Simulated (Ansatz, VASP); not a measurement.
**One calculation of Al, two programs**

```
Al
1.0
    -2.65173    2.65173    3.71504
     2.65173   -2.65173    3.71504
     2.65173    2.65173   -3.71504
Al
6
Direct
  0.00000 0.00000 0.00000
  0.75000 0.25000 0.50000
  0.37500 0.62500 0.75000
  0.37500 0.12500 0.75000
  0.37500 0.62500 0.25000
  0.87500 0.62500 0.25000
```

Alike in both runs: functional PBE; k mesh 6 × 6 × 6; occupations gaussian, width 0.1 eV; no spin polarisation.

Ansatz relaxed the structure, and its values are those at the end. VASP's run is a single point on that final structure, the one shown.

|  | VASP | Ansatz |
| --- | --- | --- |
| version | VASP 6.6.1 | Ansatz 0.2.0 |
| potentials or method | VASP PAW PBE potentials, release 64 (Al), cutoff 520 eV | scalar-relativistic, plane waves, PAW |
| valence electrons in the cell | 18 | 18 |

```csv
,VASP,Ansatz,Ansatz less VASP
gap on the k mesh at the Fermi level (eV),none,none,-
pressure (GPa),0.0,0.0,+0.02
```

A gap of «none» marks a metal or a gap that the smearing closes. With one functional, cell and mesh, what is left measures potentials, basis and numerics.
